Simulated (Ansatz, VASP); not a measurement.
**SnO in VASP and in Ansatz**

```
Sn O
1.0
     3.82017    0.00000    0.00000
     0.00000    3.82017    0.00000
     0.00000    0.00000   22.22607
Sn O
4 4
Direct
  0.50000 0.00000 0.20246
  0.00000 0.50000 0.30878
  0.25000 0.75000 0.54724
  0.75000 0.25000 0.65356
  0.00000 0.00000 0.25562
  0.50000 0.50000 0.25562
  0.75000 0.75000 0.60040
  0.25000 0.25000 0.60040
```

Alike in both runs: task single point; functional PBE; dispersion D3(BJ); k mesh 7 × 7 × 1; occupations gaussian, width 0.05 eV; no spin polarisation.

|  | VASP | Ansatz |
| --- | --- | --- |
| version | VASP 6.6.1 | Ansatz 0.2.0 |
| potentials or method | VASP PAW PBE potentials, release 64 (Sn_d, O), cutoff 520 eV | scalar-relativistic, plane waves, PAW |
| valence electrons in the cell | 80 | 80 |

Ansatz gave:

* gap on the k mesh at the Fermi level (eV): 2.80
* least direct gap on the mesh (eV): 2.82
* rms of the force components (eV/Å): 0.011

**Question.** Estimate VASP's values.

**Answer.** gap on the k mesh at the Fermi level (eV): 2.75; least direct gap on the mesh (eV): 2.78; rms of the force components (eV/Å): 0.047.
